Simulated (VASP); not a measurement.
# MgF2 (rutile type): relaxation of cell and atoms with PBE

MgF2 (rutile type):

```
Mg F
1.0
     4.69311    0.00000    0.00000
     0.00000    4.69311    0.00000
     0.00000    0.00000    3.09745
Mg F
2 4
Direct
  0.00000 0.00000 0.00000
  0.50000 0.50000 0.50000
  0.30500 0.30500 0.00000
  0.69500 0.69500 0.00000
  0.80500 0.19500 0.50000
  0.19500 0.80500 0.50000
```

```json
{
  "Program": "VASP 6.6.1",
  "Task": "relaxation of cell and atoms",
  "Functional": "PBE",
  "Potentials or basis": "VASP PAW PBE potentials, release 64 (Mg, F)",
  "Cutoff": "600 eV",
  "k mesh": "7 × 7 × 11",
  "Occupations": "fermi-dirac, width 0.1 eV",
  "Spin": "no spin polarisation",
  "Dipole correction": "no",
  "Further INCAR settings": "ALGO = Normal; EDIFF = 1e-07; IBRION = 2; EDIFFG = -0.005; NSW = 60; ISIF = 3"
}
```

The relaxed volume is 11.25 Å³/atom and the relaxed cell is a = 4.680 Å, b = 4.680 Å, c = 3.084 Å, α = 90.00°, β = 90.00°, γ = 90.00°. The space group after relaxing (to 0.1 Å) is P4_2/mnm (No. 136) and the energy gained by relaxing is 0.6 meV/atom. The ionic steps are 5, the pressure after relaxing is 0.0 GPa and the band gap on the k mesh is 6.87 eV.

Stress tensor (GPa, compression positive):
```
 0.02  0.00  0.00
 0.00  0.02  0.00
 0.00  0.00 -0.05
```

The path:
```tsv
step	energy change (eV)	largest force (eV/Å)	pressure (GPa)	volume (Å³)
1	0.0000	0.0923	-0.81	68.22
2	-0.0030	0.0624	-0.09	67.66
3	-0.0034	0.0482	0.24	67.41
4	-0.0038	0.0122	0.06	67.50
5	-0.0039	0.0006	0.00	67.53
```

Final structure:
```yaml
crystal:
  lattice:
    - [4.67956, 0.00000, 0.00000]
    - [0.00000, 4.67956, 0.00000]
    - [0.00000, 0.00000, 3.08368]
  atoms:
    - { symbol: Mg, position: [0.00000, 0.00000, 0.00000] }
    - { symbol: Mg, position: [0.50000, 0.50000, 0.50000] }
    - { symbol: F, position: [0.30336, 0.30336, 0.00000] }
    - { symbol: F, position: [0.69664, 0.69664, 0.00000] }
    - { symbol: F, position: [0.80336, 0.19664, 0.50000] }
    - { symbol: F, position: [0.19664, 0.80336, 0.50000] }
```

Levels at points of the mesh, in eV from the valence-band top:
```
           k point  band 12  band 13  band 14  band 15  band 16  band 17  band 18  band 19  band 20
(0.00, 0.00, 0.00)    -1.18    -0.72    -0.32    -0.32     0.00     6.87    12.03    12.03    13.50
```

Wall time 7.3 min on 1 thread of Oxide Virtual Turin-like Processor, on a shared host, peak memory 0.22 GiB.

A k mesh can miss the band edges.
